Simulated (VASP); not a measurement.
AlNi, 2 atoms in the cell. The typed cell holds 2 atoms: a = 2.813 Å, b = 2.813 Å, c = 2.816 Å, α = 90.00°, β = 90.00°, γ = 90.00°.  This cell differs from its parent crystal: volume scaled by 0.98.

| Property | Result |
| --- | --- |
| Program | VASP 6.6.1 |
| Task | relaxation of shape and atoms at fixed volume |
| Functional | LDA |
| Potentials or basis | VASP PAW LDA potentials, release 64 (Al, Ni) |
| Cutoff | 600 eV |
| k mesh | 16 × 16 × 14 |
| Occupations | fermi-dirac, width 0.15 eV |
| Spin | no spin polarisation |
| Dipole correction | no |
| Further INCAR settings | ALGO = Fast; EDIFF = 1e-06; IBRION = 2; EDIFFG = -0.001; NSW = 80; ISIF = 4 |

Potentials or basis: VASP PAW LDA potentials, release 64 (Al, Ni).

Run with:

```console
$ cat potpaw_LDA.64/Al/POTCAR potpaw_LDA.64/Ni/POTCAR > POTCAR
$ mpirun -np 1 vasp_std > vasp.out
```

Hardware: 1 thread of AMD EPYC 7R13 (shared host).

Task: How long does it take, and how much memory?

Result: Wall time 2.6 min on 1 thread of AMD EPYC 7R13 (shared host), peak memory 0.2 GiB. Counts: scf iterations 17, k points 360, ion steps 1.
